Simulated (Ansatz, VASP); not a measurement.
**BaTe: VASP beside Ansatz**

```xyz
4
Lattice="6.0313 0.0000 0.0000 -3.0157 5.2233 0.0000 0.0000 0.0000 7.0730" Properties=species:S:1:pos:R:3 pbc="T T T"
Ba    0.0000    3.4822   -0.4421
Ba    3.0157    1.7411    3.0945
Te    0.0000    3.4822    3.0945
Te    3.0157    1.7411    6.6310
```

Alike in both runs: task single point; functional r2SCAN; k mesh 6 × 6 × 4; no spin polarisation.

|  | VASP | Ansatz |
| --- | --- | --- |
| version | VASP 6.6.1 | Ansatz 0.2.0 |
| potentials or method | VASP PAW PBE potentials, release 64 (Ba_sv, Te) | plane waves, PAW |
| plane-wave cutoff (eV) | 520 | 500 |
| occupations | gaussian, width 0.01 eV | fixed |
| valence electrons in the cell | 32 | 52 |

VASP gave:

* gap on the k mesh at the Fermi level (eV): 2.29
* pressure (GPa): -0.5
* traceless stress, the component that is largest in VASP (GPa): -0.03

Question: Which values does Ansatz return?

Answer: gap on the k mesh at the Fermi level (eV): 2.35; pressure (GPa): -0.7; traceless stress, the component that is largest in VASP (GPa): -0.08.

VASP's potentials were made for PBE, not for r2SCAN. VASP's potentials hold 32 valence electrons a cell and Ansatz's 52, so a difference there can come from the potentials and not from the codes.

Neither program's run includes spin-orbit coupling.
